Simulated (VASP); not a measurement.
## IrS: single point with PBEsol

The system is IrS.

```
Ir S
1.0
     3.48697    0.00000    0.00000
    -1.74348    3.01980    0.00000
     0.00000    0.00000    5.39652
Ir S
2 2
Direct
  0.00000 0.00000 0.00000
  0.00000 0.00000 0.50000
  0.33333 0.66667 0.25000
  0.66667 0.33333 0.75000
```

This cell differs from its parent crystal: volume scaled by 0.960.

```
Program             : VASP 6.6.1
Task                : single point
Functional          : PBEsol
Potentials or basis : VASP PAW PBE potentials, release 64 (Ir, S)
Cutoff              : 520 eV
k mesh              : 10 × 10 × 6
Occupations         : gaussian, width 0.05 eV
Spin                : no spin polarisation
```

```json
{
 "Pressure": "10.7 GPa",
 "Band gap on the k mesh": "zero (band 15 reaches 11.33 eV, above the bottom of band 16 at 9.63 eV)"
}
```

Stress tensor (GPa, compression positive):
```
10.68  0.00  0.00
 0.00 10.68  0.00
 0.00  0.00 10.76
```

Levels at points of the mesh, in eV from the Fermi level:
| k point | band 12 | band 13 | band 14 | band 15 | band 16 | band 17 | band 18 | band 19 |
| --- | --- | --- | --- | --- | --- | --- | --- | --- |
| (0.00, 0.00, 0.00) | -3.24 | -2.62 | -1.39 | -1.39 | 1.64 | 2.21 | 2.51 | 3.56 |
| (0.50, 0.00, 0.00) | -2.35 | -2.28 | -1.28 | -1.01 | 0.20 | 2.85 | 3.10 | 3.40 |
| (0.00, 0.00, 0.50) | -3.39 | -2.88 | -2.88 | 1.01 | 1.01 | 1.01 | 1.01 | 5.03 |
| (0.50, 0.00, 0.50) | -1.93 | -1.82 | -1.82 | 0.15 | 0.15 | 1.83 | 1.83 | 2.17 |

Run time: 55 s on 1 thread of Intel(R) Xeon(R) Platinum 8259CL CPU @ 2.50GHz (Skylake/Cascade Lake) (shared host), peak memory 0.22 GiB.

Caveat: the PAW data sets were made with another functional, which shifts forces and pressure a little; spin-orbit coupling is left out, which moves the levels of the heavy elements.
